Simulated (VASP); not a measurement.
Wanted: the native input for a VASP 6.6.1 run.

```yaml
Task: single point
Functional: PBEsol
Potentials_or_basis: VASP PAW PBE potentials, release 64 (W_sv)
Cutoff: 520 eV
k_mesh: 26 × 26 × 26
Occupations: gaussian, width 0.15 eV
Spin: no spin polarisation
Dipole_correction: no
Further_INCAR_settings: ALGO = Normal; EDIFF = 1e-06; NBANDS = 13
```

The structure of W lies in POSCAR:

```
W
1.0
   -1.6008378405      1.6008378405      1.6008378405
    1.6008378405     -1.6008378405      1.6008378405
    1.6008378405      1.6008378405     -1.6008378405
W
1
Direct
    0.0000000000      0.0000000000      0.0000000000
```

This cell differs from its parent crystal: strain +0.015 along x and y, +0.015 along z.

One way to write it, as run:

INCAR

```
SYSTEM = W
ALGO = Normal ; EDIFF = 1E-6
ENCUT = 520 ; GGA = PS
ISIF = 2 ; ISMEAR = 0
LASPH = .True. ; LCHARG = .False.
LREAL = .False. ; LWAVE = .False.
NBANDS = 13 ; NELM = 100
PREC = Accurate ; SIGMA = 0.15
```

KPOINTS

```
k-points
0
Gamma
  26 26 26
  0 0 0
```

Potentials or basis: VASP PAW PBE potentials, release 64 (W_sv).

The run is started by

```sh
$ cat potpaw_PBE.64/W_sv/POTCAR > POTCAR
$ mpirun -np 1 vasp_std > vasp.out
```

Results of the run:

```
Pressure               : -12.7 GPa
Band gap on the k mesh : zero (bands 7 and 8 overlap by 6.11 eV)
```

Caveat: the cell differs from its parent crystal (strain +0.015 along x and y, +0.015 along z); the cell stands under tension; the PAW data sets were made with another functional, which shifts forces and pressure a little; spin-orbit coupling is left out, which moves the levels of the heavy elements.

Wall time 3.2 min on 1 thread of Intel Xeon 8259CL (shared host), peak memory 0.2 GiB.
